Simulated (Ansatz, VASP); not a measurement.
**NiN2: VASP beside Ansatz**

```
Ni N
1.0
     3.75212    0.00000    0.00000
     0.00000    4.63180    0.00000
     0.00000    0.00000    2.86578
Ni N
2 4
Direct
  0.50000 0.50000 0.50000
  0.00000 0.00000 0.00000
  0.36746 0.91546 0.50000
  0.86746 0.58454 0.00000
  0.63254 0.08454 0.50000
  0.13254 0.41546 0.00000
```

Alike in both runs: functional PBE; k mesh 4 × 4 × 6; occupations gaussian, width 0.1 eV; no spin polarisation.

Ansatz relaxed the structure, and its values are those at the end. VASP's run is a single point on that final structure, the one shown.

|  | VASP | Ansatz |
| --- | --- | --- |
| version | VASP 6.6.1 | Ansatz 0.2.0 |
| potentials or method | VASP PAW PBE potentials, release 64 (Ni_sv_GW, N), cutoff 600 eV | scalar-relativistic, plane waves, PAW |
| valence electrons in the cell | 56 | 56 |

```csv
,VASP,Ansatz,Ansatz less VASP
gap on the k mesh at the Fermi level (eV),none,none,-
pressure (GPa),-2.4,0.0,+2.42
rms of the force components (eV/Å),0.075,0.005,-0.0702
```

A gap of «none» marks a metal or a gap that the smearing closes. The functional is the same, so the differences come from potentials, cutoffs and numerics.

The k mesh is coarse, so the values compare programs but aren't converged.
